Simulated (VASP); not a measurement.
# Sc3Te2 (Pm-3m) in VASP: further runs

The runs below take Sc3Te2 through single point, relaxation of cell and atoms, with PBE.

All numbers are computed with VASP 6.6.1; they aren't measurements. Logs are shortened: lines on timing, memory, paths and dates and some standing lists are left out, and cuts for length are marked.

## 1. The cell of the first run

The structure is cubic, space group Pm-3m (No. 221). The conventional cell has a = 5.326 Å, b = 5.326 Å, c = 5.326 Å, α = 90.00°, β = 90.00°, γ = 90.00°. Sc (site symmetry 4/mmm) has 2 Te at 2.66 Å within 3.5 Å. Te (site symmetry m-3m) has 12 Sc at 3.77 Å and 8 Te at 4.61 Å within 4.9 Å. Te (site symmetry m-3m) has 6 Sc at 2.66 Å within 3.5 Å.

## 2. Single point, PBE

Contents of INCAR:

```
PREC = Accurate ; ENCUT = 520
EDIFF = 1E-6 ; ISMEAR = 0
SIGMA = 0.1 ; LREAL = False
LASPH = True ; NELM = 80
ALGO = Fast ; ISIF = 2
LWAVE = False ; LCHARG = True
GGA = PE ; LELF = True
LVHAR = True ; NBANDS = 30
```

Contents of KPOINTS:

```
regular mesh
0
Gamma
  8 8 8
```

Contents of POSCAR:

```
Sc3Te2
1.0
    5.3260905735      0.0000000000      0.0000000000
    0.0000000000      5.3260905735      0.0000000000
    0.0000000000      0.0000000000      5.3260905735
Sc Te
3 2
Direct
    0.5000000000      0.0000000000      0.0000000000
    0.0000000000      0.5000000000      0.0000000000
    0.0000000000      0.0000000000      0.5000000000
    0.5000000000      0.5000000000      0.5000000000
    0.0000000000      0.0000000000      0.0000000000
```

Potentials or basis: VASP PAW PBE potentials, release 64 (Sc_sv, Te).

Command:

```sh
> cat potpaw_PBE.64/Sc_sv/POTCAR potpaw_PBE.64/Te/POTCAR > POTCAR
> mpirun -np 1 vasp_std > vasp.out
```

OUTCAR:

```text
PREC = Accurate
   ENCUT = 520
   EDIFF = 1E-6
   ISMEAR = 0
   LREAL = False
   LASPH = True
   NELM = 80
   ISIF = 2
   GGA = PE

 ion  position               nearest neighbor table
   1  0.500  0.000  0.000-   5 2.66   5 2.66
   2  0.000  0.500  0.000-   5 2.66   5 2.66
   3  0.000  0.000  0.500-   5 2.66   5 2.66
   4  0.500  0.500  0.500-
   5  0.000  0.000  0.000-   1 2.66   2 2.66   3 2.66   3 2.66   2 2.66   1 2.66

  LATTYP: Found a simple cubic cell.
 ALAT       =     5.3260905735

  Lattice vectors:

 A1 = (   5.3260905735,   0.0000000000,   0.0000000000)
 A2 = (   0.0000000000,   5.3260905735,   0.0000000000)
 A3 = (   0.0000000000,   0.0000000000,   5.3260905735)

Analysis of symmetry for initial positions (statically):
=====================================================================
 Subroutine PRICEL returns:
 Original cell was already a primitive cell.

 Routine SETGRP: Setting up the symmetry group for a
 simple cubic supercell.

 Subroutine GETGRP returns: Found 48 space group operations
 (whereof 48 operations were pure point group operations)
 out of a pool of 48 trial point group operations.

The static configuration has the point symmetry O_h .

Analysis of symmetry for dynamics (positions and initial velocities):
=====================================================================
 Subroutine PRICEL returns:
 Original cell was already a primitive cell.

 Routine SETGRP: Setting up the symmetry group for a
 simple cubic supercell.

 Subroutine GETGRP returns: Found 48 space group operations
 (whereof 48 operations were pure point group operations)
 out of a pool of 48 trial point group operations.

The dynamic configuration has the point symmetry O_h .

 Subroutine INISYM returns: Found 48 space group operations
 (whereof 48 operations are pure point group operations),
 and found     1 'primitive' translations

----------------------------------------------------------------------------------------

                                     Primitive cell

  volume of cell :     151.0865

  direct lattice vectors                    reciprocal lattice vectors
     5.326090574  0.000000000  0.000000000     0.187754975  0.000000000  0.000000000
     0.000000000  5.326090574  0.000000000     0.000000000  0.187754975  0.000000000
     0.000000000  0.000000000  5.326090574     0.000000000  0.000000000  0.187754975

  length of vectors
     5.326090574  5.326090574  5.326090574     0.187754975  0.187754975  0.187754975

  position of ions in fractional coordinates (direct lattice)
     0.500000000  0.000000000  0.000000000
     0.000000000  0.500000000  0.000000000
     0.000000000  0.000000000  0.500000000
     0.500000000  0.500000000  0.500000000
     0.000000000  0.000000000  0.000000000

  ion indices of the primitive-cell ions
   primitive index   ion index
                 1           1
                 2           2
                 3           3
                 4           4
                 5           5

----------------------------------------------------------------------------------------

 KPOINTS: regular mesh

Automatic generation of k-mesh.
 Grid dimensions read from file:
 generate k-points for:    8    8    8

 Generating k-lattice:

  Cartesian coordinates                     Fractional coordinates (reciprocal lattice)
     0.023469372  0.000000000  0.000000000     0.125000000  0.000000000  0.000000000
     0.000000000  0.023469372  0.000000000     0.000000000  0.125000000  0.000000000
     0.000000000  0.000000000  0.023469372     0.000000000  0.000000000  0.125000000

  Length of vectors
     0.023469372  0.023469372  0.023469372

  Shift w.r.t. Gamma in fractional coordinates (k-lattice)
     0.000000000  0.000000000  0.000000000

 Subroutine IBZKPT returns following result:
 ===========================================

 Found     35 irreducible k-points:

 Following reciprocal coordinates:
            Coordinates               Weight
  0.000000  0.000000  0.000000      1.000000
  0.125000  0.000000  0.000000      6.000000
  0.250000  0.000000  0.000000      6.000000
  0.375000  0.000000  0.000000      6.000000
  0.500000  0.000000  0.000000      3.000000
  0.125000  0.125000  0.000000     12.000000
[... 16 lines left out ...]
  0.375000  0.375000  0.125000     24.000000
  0.500000  0.375000  0.125000     24.000000
 [... further k-points ...]
   k-points           NKPTS =     35   k-points in BZ     NKDIM =     35   number of bands    NBANDS=     30
   number of dos      NEDOS =    301   number of ions     NIONS =      5
   total plane-waves  NPLWV =  64000
   dimension x,y,z NGX =    40 NGY =   40 NGZ =   40
   dimension x,y,z NGXF=    80 NGYF=   80 NGZF=   80
   ions per type =               3   2
   NGX,Y,Z   is equivalent  to a cutoff of  12.49, 12.49, 12.49 a.u.
   NGXF,Y,Z  is equivalent  to a cutoff of  24.97, 24.97, 24.97 a.u.
 SYSTEM =  unknown system
   PREC   = accura    normal or accurate (medium, high low for compatibility)
   ISTART =      0    job   : 0-new  1-cont  2-samecut
   ICHARG =      2    charge: 1-file 2-atom 10-const
   ISPIN  =      1    spin polarized calculation?
   LNONCOLLINEAR =      F non collinear calculations
   LSORBIT =      F    spin-orbit coupling
   LASPH  =      T    aspherical Exc in radial PAW
   ENCUT  =  520.0 eV  38.22 Ry    6.18 a.u.   9.90  9.90  9.90*2*pi/ulx,y,z
   NELM   =     80;   NELMIN=  2; NELMDL= -5     # of ELM steps
   EDIFF  = 0.1E-05   stopping-criterion for ELM
   LREAL  =      F    real-space projection
   EDIFFG = 0.1E-04   stopping-criterion for IOM
   NSW    =      0    number of steps for IOM
   IBRION =     -1    ionic relax: 0-MD 1-quasi-New 2-CG
   NFREE  =      0    steps in history (QN), initial steepest desc. (CG)
   ISIF   =      2    stress and relaxation
   ISYM   =      2    0-nonsym 1-usesym 2-fastsym
   POTIM  = 0.5000    time-step for ionic-motion
   TEBEG  =    0.0;   TEEND  =   0.0 temperature during run
   PSTRESS=    0.0 pullay stress
   NELECT =      45.0000    total number of electrons
   NUPDOWN=      -1.0000    fix difference up-down
   EMIN   =  10.00;   EMAX   =-10.00  energy-range for DOS
   EFERMI =   0.00;   METHOD = LEGACY
   ISMEAR =     0;   SIGMA  =   0.10  broadening in eV -4-tet -1-fermi 0-gaus
   EFERMI_NEDOS =   21; number of points for ismear=-14 and -15
   IALGO  =     68    algorithm
   IMIX   =      4    mixing-type and parameters
     AMIX     =   0.40;   BMIX     =  1.00
     AMIX_MAG =   1.60;   BMIX_MAG =  1.00
  volume/ion in A,a.u.               =      30.22       203.92
  Fermi-wavevector in a.u.,A,eV,Ry     =   1.093294  2.066027 16.262944  1.195293
  Thomas-Fermi vector in A             =   2.229577
   LORBIT       =      0    0 simple, 1 ext, 2 COOP (PROOUT), +10 PAW based schemes
   GGA     = PE    functional components
   LHFCALC =     F    Hartree Fock is set to
   AEXX    =    0.0000 exact exchange contribution
   IVDW    =     0    specifies the selected vdW correction
   LEPSILON=     F    determine dielectric tensor
   LRPA    =     F    only Hartree local field effects (RPA)
 non-spin polarized calculation
 RMM-DIIS sequential band-by-band and
 Gauss-broadening in eV      SIGMA  =   0.10
  energy-cutoff  :      520.00
  volume of cell :      151.09
 maximum number of plane-waves:      4092
 NGX is ok and might be reduce to    40
   NGX = 19   NGY = 19   NGZ = 19

 number of electron      45.0000023 magnetization

 Free energy of the ion-electron system (eV)
  ---------------------------------------------------
  ext. energy  EPLUGINS =         0.00000000
  ---------------------------------------------------
  free energy    TOTEN  =       -25.39654077 eV

  energy without entropy =      -25.34408637  energy(sigma->0) =      -25.37031357

 E-fermi :   5.0421     XC(G=0):  -9.1441

 val. band max:        5.0415838094   @ k =   0.5000   0.2500   0.0000
 cond. band min:       5.0470182388   @ k =   0.3750   0.2500   0.1250
 fundamental gap:      0.0054344294
 Fermi energy:         5.0420926104

 k-point     1 :       0.0000    0.0000    0.0000
  band No.  band energies     occupation
      1     -45.2349      2.00000
      2     -45.2232      2.00000
      3     -45.2232      2.00000
      4     -23.9450      2.00000
      5     -23.9450      2.00000
      6     -23.9450      2.00000
[... 22 lines left out ...]
     29       6.2569      0.00000
     30       6.2569      0.00000

 k-point     2 :       0.1250    0.0000    0.0000
  band No.  band energies     occupation
      1     -45.2345      2.00000
      2     -45.2237      2.00000
      3     -45.2232      2.00000
      4     -23.9436      2.00000
      5     -23.9436      2.00000
      6     -23.9431      2.00000
[... 22 lines left out ...]
     29       6.2263      0.00000
     30       6.3162      0.00000

 k-point     3 :       0.2500    0.0000    0.0000
  band No.  band energies     occupation
      1     -45.2335      2.00000
      2     -45.2249      2.00000
      3     -45.2232      2.00000
      4     -23.9400      2.00000
      5     -23.9400      2.00000
      6     -23.9383      2.00000
[... 22 lines left out ...]
     29       6.4943      0.00000
     30       6.5562      0.00000

 k-point     4 :       0.3750    0.0000    0.0000
  band No.  band energies     occupation
      1     -45.2320      2.00000
      2     -45.2265      2.00000
      3     -45.2232      2.00000
      4     -23.9356      2.00000
      5     -23.9356      2.00000
      6     -23.9328      2.00000
[... 22 lines left out ...]
     29       6.5583      0.00000
     30       6.9551      0.00000

 k-point     5 :       0.5000    0.0000    0.0000
  band No.  band energies     occupation
      1     -45.2310      2.00000
      2     -45.2276      2.00000
      3     -45.2232      2.00000
      4     -23.9333      2.00000
      5     -23.9333      2.00000
      6     -23.9303      2.00000
[... 22 lines left out ...]
     29       6.3524      0.00000
     30       7.0016      0.00000
[... 526 lines left out ...]
     29       6.3910      0.00000
     30       6.6244      0.00000

 k-point    22 :       0.5000    0.2500    0.1250
  band No.  band energies     occupation
      1     -45.2298      2.00000
      2     -45.2276      2.00000
      3     -45.2247      2.00000
      4     -23.9437      2.00000
      5     -23.9379      2.00000
      6     -23.9344      2.00000
[... 22 lines left out ...]
     29       6.5465      0.00000
     30       6.6155      0.00000

 k-point    23 :       0.3750    0.3750    0.1250
  band No.  band energies     occupation
      1     -45.2296      2.00000
      2     -45.2269      2.00000
      3     -45.2256      2.00000
      4     -23.9481      2.00000
      5     -23.9378      2.00000
      6     -23.9339      2.00000
[... 22 lines left out ...]
     29       6.4193      0.00000
     30       6.7732      0.00000

 k-point    24 :       0.5000    0.3750    0.1250
  band No.  band energies     occupation
      1     -45.2287      2.00000
      2     -45.2276      2.00000
      3     -45.2259      2.00000
      4     -23.9491      2.00000
      5     -23.9367      2.00000
      6     -23.9345      2.00000
[... 22 lines left out ...]
     29       6.5354      0.00000
     30       6.7210      0.00000

 [... further k-points ...]
[... 5 lines left out ...]
  --------------------------------------------------------------------------------------
  -------------------------------------------------------------------------------------
  Total        0.1244702      0.1244702      0.1244702      0.0000000      0.0000000     -0.0000000
  in kB        1.3199287      1.3199287      1.3199287      0.0000000      0.0000000     -0.0000000
  external PRESSURE =       1.3199287 kB  Pullay stress =       0.0000000 kB

 VOLUME and BASIS-vectors are now :
 -----------------------------------------------------------------------------
  energy-cutoff  :      520.00
  volume of cell :      151.09
      direct lattice vectors                 reciprocal lattice vectors
     5.326090574  0.000000000  0.000000000     0.187754975  0.000000000  0.000000000
     0.000000000  5.326090574  0.000000000     0.000000000  0.187754975  0.000000000
     0.000000000  0.000000000  5.326090574     0.000000000  0.000000000  0.187754975

 POSITION                                       TOTAL-FORCE (eV/Angst)
 -----------------------------------------------------------------------------------
      2.66305      0.00000      0.00000         0.000000      0.000000      0.000000
      0.00000      2.66305      0.00000         0.000000      0.000000      0.000000
      0.00000      0.00000      2.66305         0.000000      0.000000      0.000000
      2.66305      2.66305      2.66305         0.000000      0.000000      0.000000
      0.00000      0.00000      0.00000         0.000000      0.000000      0.000000
 -----------------------------------------------------------------------------------
    total drift:                               -0.000000      0.000000     -0.000000

  FREE ENERGIE OF THE ION-ELECTRON SYSTEM (eV)
  ---------------------------------------------------
  free  energy   TOTEN  =       -25.3965407657 eV

  energy  without entropy=      -25.3440863738  energy(sigma->0) =      -25.37031357
```

Wall time 3.5 min (1 thread of Oxide Virtual Turin-like, shared host); peak memory 0.28 GiB.

Results:

| Property | Result |
| --- | --- |
| Free energy | -25.3965 eV |
| Pressure | 0.1 GPa |

Caveat: spin-orbit coupling is left out, which moves the levels of the heavy elements.

(Part 1 of 2 ends here.)
